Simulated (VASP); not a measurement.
# SnO2 (Pmn2_1) in VASP: a series of runs

Runs on SnO2. Level: PBE. Tasks: single point.

All numbers are computed with VASP 6.6.1; they aren't measurements. Logs are shortened: lines on timing, memory, paths and dates and some standing lists are left out, and cuts for length are marked.

**1. The cell of the first run**

Symmetry: Pmn2_1, No. 31, orthorhombic system. Conventional cell: a = 3.238 Å, b = 4.828 Å, c = 4.828 Å, α = 90.00°, β = 90.00°, γ = 90.00°. Sn (site symmetry m) has 6 O at 2.06 to 2.14 Å within 2.7 Å. Within 2.8 Å of O (site symmetry m) lie 3 Sn at 2.06 to 2.11 Å and 3 O at 2.66 to 2.80 Å. Within 2.8 Å of O (site symmetry m) lie 3 Sn at 2.10 to 2.14 Å and 3 O at 2.66 to 2.80 Å.

**2. Single point, PBE (atoms displaced along a vibrational mode)**

Contents of INCAR:

```
SYSTEM = SnO2
  PREC = Accurate
  ENCUT = 520
  EDIFF = 1E-7
  ISMEAR = 0
  SIGMA = 0.05
  LREAL = .False.
  LASPH = .True.
  NELM = 100
  ALGO = Normal
  ISIF = 2
  LWAVE = .False.
  LCHARG = .True.
  GGA = PE
  LELF = .True.
  LVHAR = .True.
  NBANDS = 35
```

Contents of KPOINTS:

```
Automatic mesh
0
Gamma
  6 6 8
  0 0 0
```

Contents of POSCAR:

```
SnO2
1.0
    4.8277932898      0.0000000000      0.0000000000
    0.0000000000      4.8278069739      0.0000000000
    0.0000000000      0.0000000000      3.2379014683
Sn O
2 4
Direct
    0.4960558874      0.4949176847      0.5000000000
    0.0039507310     -0.0050874579      0.0000000000
    0.3154241816      0.3009004076      0.0000000000
    0.8469116806      0.2368286308      0.5000000000
    0.1845512645      0.8008799312      0.5000000000
    0.6530637655      0.7368491072      0.0000000000
```

Potentials or basis: VASP PAW PBE potentials, release 64 (Sn_d, O).

The run is started by

```sh
cat potpaw_PBE.64/Sn_d/POTCAR potpaw_PBE.64/O/POTCAR > POTCAR
mpirun -np 1 vasp_std > vasp.out
```

OUTCAR:

```text
SYSTEM = SnO2
   PREC = Accurate
   ENCUT = 520
   EDIFF = 1E-7
   ISMEAR = 0
   LREAL = .False.
   LASPH = .True.
   NELM = 100
   ISIF = 2
   GGA = PE

 ion  position               nearest neighbor table
   1  0.496  0.495  0.500-   3 2.06   3 2.06   4 2.10   5 2.11   6 2.14   6 2.14   2 3.75   2 3.75
                             2 3.75   2 3.75
   2  0.004  0.995  0.000-   5 2.06   5 2.06   6 2.10   3 2.11   4 2.14   4 2.14   1 3.75   1 3.75
                             1 3.75   1 3.75
   3  0.315  0.301  0.000-   1 2.06   1 2.06   2 2.11
   4  0.847  0.237  0.500-   1 2.10   2 2.14   2 2.14
   5  0.185  0.801  0.500-   2 2.06   2 2.06   1 2.11
   6  0.653  0.737  0.000-   2 2.10   1 2.14   1 2.14

  LATTYP: Found a simple tetragonal cell.
 ALAT       =     4.8277932898
 C/A-ratio  =     0.6706793920

  Lattice vectors:

 A1 = (   4.8277932898,   0.0000000000,   0.0000000000)
 A2 = (   0.0000000000,   4.8278069739,   0.0000000000)
 A3 = (   0.0000000000,   0.0000000000,   3.2379014683)

Analysis of symmetry for initial positions (statically):
=====================================================================
 Subroutine PRICEL returns:
 Original cell was already a primitive cell.

 Routine SETGRP: Setting up the symmetry group for a
 simple tetragonal supercell.

 Subroutine GETGRP returns: Found  2 space group operations
 (whereof  2 operations were pure point group operations)
 out of a pool of 16 trial point group operations.

The static configuration has the point symmetry C_1h.

Analysis of symmetry for dynamics (positions and initial velocities):
=====================================================================
 Subroutine PRICEL returns:
 Original cell was already a primitive cell.

 Routine SETGRP: Setting up the symmetry group for a
 simple tetragonal supercell.

 Subroutine GETGRP returns: Found  2 space group operations
 (whereof  2 operations were pure point group operations)
 out of a pool of 16 trial point group operations.

The dynamic configuration has the point symmetry C_1h.

 Subroutine INISYM returns: Found  2 space group operations
 (whereof  2 operations are pure point group operations),
 and found     1 'primitive' translations

----------------------------------------------------------------------------------------

                                     Primitive cell

  volume of cell :      75.4679

  direct lattice vectors                    reciprocal lattice vectors
     4.827793290  0.000000000  0.000000000     0.207133972  0.000000000  0.000000000
     0.000000000  4.827806974  0.000000000     0.000000000  0.207133385  0.000000000
     0.000000000  0.000000000  3.237901468     0.000000000  0.000000000  0.308842011

  length of vectors
     4.827793290  4.827806974  3.237901468     0.207133972  0.207133385  0.308842011

  position of ions in fractional coordinates (direct lattice)
     0.496055887  0.494917685  0.500000000
     0.003950731  0.994912542  0.000000000
     0.315424182  0.300900408  0.000000000
     0.846911681  0.236828631  0.500000000
     0.184551265  0.800879931  0.500000000
     0.653063766  0.736849107  0.000000000

  ion indices of the primitive-cell ions
   primitive index   ion index
                 1           1
                 2           2
                 3           3
                 4           4
                 5           5
                 6           6

----------------------------------------------------------------------------------------

 KPOINTS: Automatic mesh

Automatic generation of k-mesh.
 Grid dimensions read from file:
 generate k-points for:    6    6    8

 Generating k-lattice:

  Cartesian coordinates                     Fractional coordinates (reciprocal lattice)
     0.034522329  0.000000000  0.000000000     0.166666667  0.000000000  0.000000000
     0.000000000  0.034522231  0.000000000     0.000000000  0.166666667  0.000000000
     0.000000000  0.000000000  0.038605251     0.000000000  0.000000000  0.125000000

  Length of vectors
     0.034522329  0.034522231  0.038605251

  Shift w.r.t. Gamma in fractional coordinates (k-lattice)
     0.000000000  0.000000000  0.000000000

 Subroutine IBZKPT returns following result:
 ===========================================

 Found    100 irreducible k-points:

 Following reciprocal coordinates:
            Coordinates               Weight
  0.000000  0.000000  0.000000      1.000000
  0.166667  0.000000  0.000000      2.000000
  0.000000  0.166667  0.000000      2.000000
  0.333333  0.000000  0.000000      2.000000
  0.000000  0.333333  0.000000      2.000000
  0.500000  0.000000  0.000000      1.000000
[... 16 lines left out ...]
  0.000000  0.166667  0.125000      4.000000
  0.333333  0.000000  0.125000      4.000000
 [... further k-points ...]
   k-points           NKPTS =    100   k-points in BZ     NKDIM =    100   number of bands    NBANDS=     35
   number of dos      NEDOS =    301   number of ions     NIONS =      6
   total plane-waves  NPLWV =  31104
   dimension x,y,z NGX =    36 NGY =   36 NGZ =   24
   dimension x,y,z NGXF=    72 NGYF=   72 NGZF=   48
   ions per type =               2   4
   NGX,Y,Z   is equivalent  to a cutoff of  12.40, 12.40, 12.32 a.u.
   NGXF,Y,Z  is equivalent  to a cutoff of  24.79, 24.79, 24.64 a.u.
 SYSTEM =  SnO2
   PREC   = accura    normal or accurate (medium, high low for compatibility)
   ISTART =      0    job   : 0-new  1-cont  2-samecut
   ICHARG =      2    charge: 1-file 2-atom 10-const
   ISPIN  =      1    spin polarized calculation?
   LNONCOLLINEAR =      F non collinear calculations
   LSORBIT =      F    spin-orbit coupling
   LASPH  =      T    aspherical Exc in radial PAW
   ENCUT  =  520.0 eV  38.22 Ry    6.18 a.u.   8.98  8.98  6.02*2*pi/ulx,y,z
   NELM   =    100;   NELMIN=  2; NELMDL= -5     # of ELM steps
   EDIFF  = 0.1E-06   stopping-criterion for ELM
   LREAL  =      F    real-space projection
   EDIFFG = 0.1E-05   stopping-criterion for IOM
   NSW    =      0    number of steps for IOM
   IBRION =     -1    ionic relax: 0-MD 1-quasi-New 2-CG
   NFREE  =      0    steps in history (QN), initial steepest desc. (CG)
   ISIF   =      2    stress and relaxation
   ISYM   =      2    0-nonsym 1-usesym 2-fastsym
   POTIM  = 0.5000    time-step for ionic-motion
   TEBEG  =    0.0;   TEEND  =   0.0 temperature during run
   PSTRESS=    0.0 pullay stress
   NELECT =      52.0000    total number of electrons
   NUPDOWN=      -1.0000    fix difference up-down
   EMIN   =  10.00;   EMAX   =-10.00  energy-range for DOS
   EFERMI =   0.00;   METHOD = LEGACY
   ISMEAR =     0;   SIGMA  =   0.05  broadening in eV -4-tet -1-fermi 0-gaus
   EFERMI_NEDOS =   21; number of points for ismear=-14 and -15
   IALGO  =     38    algorithm
   IMIX   =      4    mixing-type and parameters
     AMIX     =   0.40;   BMIX     =  1.00
     AMIX_MAG =   1.60;   BMIX_MAG =  1.00
  volume/ion in A,a.u.               =      12.58        84.88
  Fermi-wavevector in a.u.,A,eV,Ry     =   1.445956  2.732461 28.446926  2.090790
  Thomas-Fermi vector in A             =   2.564080
   LORBIT       =      0    0 simple, 1 ext, 2 COOP (PROOUT), +10 PAW based schemes
   GGA     = PE    functional components
   LHFCALC =     F    Hartree Fock is set to
   AEXX    =    0.0000 exact exchange contribution
   IVDW    =     0    specifies the selected vdW correction
   LEPSILON=     F    determine dielectric tensor
   LRPA    =     F    only Hartree local field effects (RPA)
 non-spin polarized calculation
 Gauss-broadening in eV      SIGMA  =   0.05
  energy-cutoff  :      520.00
  volume of cell :       75.47
 maximum number of plane-waves:      2068
   NGX = 17   NGY = 17   NGZ = 13

 number of electron      51.9999987 magnetization

 Free energy of the ion-electron system (eV)
  ---------------------------------------------------
  ext. energy  EPLUGINS =         0.00000000
  ---------------------------------------------------
  free energy    TOTEN  =       -37.14297099 eV

  energy without entropy =      -37.14297099  energy(sigma->0) =      -37.14297099

 E-fermi :   5.6068     XC(G=0): -10.9959

 val. band max:        5.3651480648   @ k =   0.0000   0.1667   0.0000
 cond. band min:       6.2962335443   @ k =   0.0000   0.0000   0.0000
 fundamental gap:      0.9310854795
 Fermi energy:         5.6067626080

 k-point     1 :       0.0000    0.0000    0.0000
  band No.  band energies     occupation
      1     -15.4664      2.00000
      2     -14.8446      2.00000
      3     -14.6549      2.00000
      4     -14.6246      2.00000
      5     -14.6202      2.00000
      6     -14.5543      2.00000
[... 27 lines left out ...]
     34      17.4452      0.00000
     35      17.5342      0.00000

 k-point     2 :       0.1667    0.0000    0.0000
  band No.  band energies     occupation
      1     -15.4323      2.00000
      2     -14.8842      2.00000
      3     -14.6541      2.00000
      4     -14.6234      2.00000
      5     -14.6186      2.00000
      6     -14.5876      2.00000
[... 27 lines left out ...]
     34      17.4480      0.00000
     35      17.5519      0.00000

 k-point     3 :       0.0000    0.1667    0.0000
  band No.  band energies     occupation
      1     -15.4304      2.00000
      2     -14.8832      2.00000
      3     -14.6536      2.00000
      4     -14.6230      2.00000
      5     -14.6191      2.00000
      6     -14.5801      2.00000
[... 27 lines left out ...]
     34      17.5074      0.00000
     35      17.5710      0.00000
[... 723 lines left out ...]
 k-point    23 :       0.0000    0.1667    0.1250
  band No.  band energies     occupation
      1     -15.3741      2.00000
      2     -14.8587      2.00000
      3     -14.7386      2.00000
      4     -14.7150      2.00000
      5     -14.6249      2.00000
      6     -14.5647      2.00000
[... 27 lines left out ...]
     34      17.3038      0.00000
     35      17.7086      0.00000

 k-point    24 :       0.3333    0.0000    0.1250
  band No.  band energies     occupation
      1     -15.2925      2.00000
      2     -14.9816      2.00000
      3     -14.7668      2.00000
      4     -14.6937      2.00000
      5     -14.6123      2.00000
      6     -14.5754      2.00000
[... 27 lines left out ...]
     34      17.3494      0.00000
     35      17.7099      0.00000

 [... further k-points ...]

------------------------ aborting loop because EDIFF is reached ----------------------------------------

  FORCE on cell =-STRESS in cart. coord.  units (eV):
  Direction    XX          YY          ZZ          XY          YZ          ZX
  --------------------------------------------------------------------------------------
  -------------------------------------------------------------------------------------
  Total        0.1072998     -0.9707088      0.1731840     -0.0000784      0.0000000      0.0000000
  in kB        2.2779654    -20.6080709      3.6766832     -0.0016654      0.0000000      0.0000000
  external PRESSURE =      -4.8844741 kB  Pullay stress =       0.0000000 kB

 VOLUME and BASIS-vectors are now :
 -----------------------------------------------------------------------------
  energy-cutoff  :      520.00
  volume of cell :       75.47
      direct lattice vectors                 reciprocal lattice vectors
     4.827793290  0.000000000  0.000000000     0.207133972  0.000000000  0.000000000
     0.000000000  4.827806974  0.000000000     0.000000000  0.207133385  0.000000000
     0.000000000  0.000000000  3.237901468     0.000000000  0.000000000  0.308842011

 POSITION                                       TOTAL-FORCE (eV/Angst)
 -----------------------------------------------------------------------------------
      2.39486      2.38937      1.61895         0.556716      0.570578      0.000000
      0.01907      4.80325      0.00000        -0.557411      0.570873      0.000000
      1.52280      1.45269      0.00000         0.181912     -0.148543      0.000000
      4.08871      1.14336      1.61895        -0.444942     -0.422162      0.000000
      0.89098      3.86649      1.61895        -0.181651     -0.148318      0.000000
      3.15286      3.55737      0.00000         0.445375     -0.422429      0.000000
 -----------------------------------------------------------------------------------
    total drift:                                0.000009      0.000054     -0.000006

  FREE ENERGIE OF THE ION-ELECTRON SYSTEM (eV)
  ---------------------------------------------------
  free  energy   TOTEN  =       -37.1429709901 eV

  energy  without entropy=      -37.1429709901  energy(sigma->0) =      -37.14297099
```

Run time: 2.2 min. Hardware: 1 thread of Intel Xeon 6975P-C (Granite Rapids), shared host; peak memory 0.32 GiB.

What came out:

| Item | Value |
| --- | --- |
| Free energy | -37.1430 eV |
| Pressure | -0.5 GPa |
| Largest force | 0.798 eV/Å |
| Band gap on the k mesh | 0.93 eV (least direct gap 0.97 eV) |

Forces on the atoms (eV/Å):
```
Sn   0.557  0.571  0.000
Sn  -0.557  0.571  0.000
O    0.182 -0.149  0.000
O   -0.445 -0.422  0.000
O   -0.182 -0.148  0.000
O    0.445 -0.422  0.000
```

Caveat: the cell differs from its parent crystal (atoms displaced along a vibrational mode); spin-orbit coupling is left out, which moves the levels of the heavy elements. A k mesh can miss the band edges.

**3. Single point, PBE (atoms displaced along a vibrational mode)**

Contents of INCAR:

```
PREC     = Accurate       # precision mode
ENCUT    = 520            # plane-wave cutoff, eV
EDIFF    = 1E-6           # SCF threshold, eV
ISMEAR   = 0              # smearing method
SIGMA    = 0.05           # smearing width, eV
LREAL    = False          # projectors in reciprocal space
LASPH    = True           # aspherical terms in the spheres
NELM     = 60             # most SCF steps
ALGO     = Normal         # electronic algorithm
ISIF     = 2              # what is computed and relaxed
LWAVE    = False          # write WAVECAR
LCHARG   = False          # write CHGCAR
GGA      = PE             # functional
NBANDS   = 35             # bands
```

Contents of KPOINTS:

```
regular mesh
0
Gamma
  6 6 8
```

Contents of POSCAR:

```
SnO2
1.0
    4.8277932898      0.0000000000      0.0000000000
    0.0000000000      4.8278069739      0.0000000000
    0.0000000000      0.0000000000      3.2379014683
Sn O
2 4
Direct
    0.4960558874      0.4949176847      0.5000000000
    0.0039507310     -0.0050874579      0.0000000000
    0.2662086483      0.3501097766      0.0000000000
    0.7976961473      0.1876192618      0.5000000000
    0.2337667978      0.8500893002      0.5000000000
    0.7022792988      0.6876397382      0.0000000000
```

Potentials or basis: VASP PAW PBE potentials, release 64 (Sn_d, O).

The run is started by

```sh
cat potpaw_PBE.64/Sn_d/POTCAR potpaw_PBE.64/O/POTCAR > POTCAR
mpirun -np 1 vasp_std > vasp.out
```

OUTCAR:

```text
PREC = Accurate
   ENCUT = 520
   EDIFF = 1E-6
   ISMEAR = 0
   LREAL = False
   LASPH = True
   NELM = 60
   ISIF = 2
   GGA = PE

 ion  position               nearest neighbor table
   1  0.496  0.495  0.500-   4 2.08   3 2.08   3 2.08   6 2.12   6 2.12   5 2.13   2 3.75   2 3.75
                             2 3.75   2 3.75
   2  0.004  0.995  0.000-   6 2.08   5 2.08   5 2.08   4 2.12   4 2.12   3 2.13   1 3.75   1 3.75
                             1 3.75   1 3.75
   3  0.266  0.350  0.000-   1 2.08   1 2.08   2 2.13
   4  0.798  0.188  0.500-   1 2.08   2 2.12   2 2.12
   5  0.234  0.850  0.500-   2 2.08   2 2.08   1 2.13
[... 1121 lines left out ...]
  Total       -0.7136538     -0.2571824     -0.1768816      0.0001531      0.0000000      0.0000000
  in kB      -15.1508147     -5.4599611     -3.7551822      0.0032513      0.0000000      0.0000000
  external PRESSURE =      -8.1219860 kB  Pullay stress =       0.0000000 kB

 VOLUME and BASIS-vectors are now :
 -----------------------------------------------------------------------------
  energy-cutoff  :      520.00
  volume of cell :       75.47
      direct lattice vectors                 reciprocal lattice vectors
     4.827793290  0.000000000  0.000000000     0.207133972  0.000000000  0.000000000
     0.000000000  4.827806974  0.000000000     0.000000000  0.207133385  0.000000000
     0.000000000  0.000000000  3.237901468     0.000000000  0.000000000  0.308842011

 POSITION                                       TOTAL-FORCE (eV/Angst)
 -----------------------------------------------------------------------------------
      2.39486      2.38937      1.61895         0.205858      0.491266      0.000000
      0.01907      4.80325      0.00000        -0.206671      0.491919      0.000000
      1.28520      1.69026      0.00000         0.325437     -0.304996      0.000000
      3.85111      0.90579      1.61895        -0.041915     -0.186686      0.000000
      1.12858      4.10407      1.61895        -0.325009     -0.304499      0.000000
      3.39046      3.31979      0.00000         0.042301     -0.187004      0.000000
 -----------------------------------------------------------------------------------
    total drift:                                0.000010      0.001379     -0.000001

  FREE ENERGIE OF THE ION-ELECTRON SYSTEM (eV)
  ---------------------------------------------------
  free  energy   TOTEN  =       -37.1782760951 eV

  energy  without entropy=      -37.1782760951  energy(sigma->0) =      -37.17827610
```

OSZICAR:

```text
N       E                     dE             d eps       ncg     rms          rms(c)
DAV:   1     0.639532751302E+03    0.63953E+03   -0.25572E+04  7699   0.228E+03
DAV:   2     0.600125864993E+02   -0.57952E+03   -0.54631E+03  7560   0.610E+02
DAV:   3    -0.379488075169E+02   -0.97961E+02   -0.95945E+02  7602   0.209E+02
DAV:   4    -0.431455832227E+02   -0.51968E+01   -0.51551E+01  8881   0.520E+01
DAV:   5    -0.432820137827E+02   -0.13643E+00   -0.13624E+00  8666   0.892E+00    0.155E+01
DAV:   6    -0.371129991859E+02    0.61690E+01   -0.17720E+01 11277   0.652E+01    0.600E+00
DAV:   7    -0.372109567646E+02   -0.97958E-01   -0.20033E+00  7926   0.801E+00    0.315E+00
DAV:   8    -0.371857487598E+02    0.25208E-01   -0.19833E-01 10622   0.386E+00    0.748E-01
DAV:   9    -0.371773561766E+02    0.83926E-02   -0.36583E-02 11550   0.279E+00    0.128E-01
DAV:  10    -0.371781384211E+02   -0.78224E-03   -0.42861E-03  9002   0.563E-01    0.579E-02
DAV:  11    -0.371782744142E+02   -0.13599E-03   -0.21807E-04  8766   0.106E-01    0.202E-02
DAV:  12    -0.371782769307E+02   -0.25165E-05   -0.14041E-05 10730   0.352E-02    0.124E-02
DAV:  13    -0.371782760951E+02    0.83562E-06   -0.29664E-06  7093   0.178E-02
   1 F= -.37178276E+02 E0= -.37178276E+02  d E =-.285055E-14
```

Run time: 98 s. Hardware: 1 thread of Intel Xeon 6975P-C (Granite Rapids), shared host; peak memory 0.32 GiB.

What came out:

```yaml
Free_energy: -37.1783 eV
Pressure: -0.8 GPa
Largest_force: 0.534 eV/Å
Band_gap_on_the_k_mesh: 0.89 eV (least direct gap 0.90 eV)
```

Forces on the atoms (eV/Å):
```
Sn   0.206  0.491  0.000
Sn  -0.207  0.492  0.000
O    0.325 -0.305  0.000
O   -0.042 -0.187  0.000
O   -0.325 -0.304  0.000
O    0.042 -0.187  0.000
```

Caveat: the cell differs from its parent crystal (atoms displaced along a vibrational mode); spin-orbit coupling is left out, which moves the levels of the heavy elements.
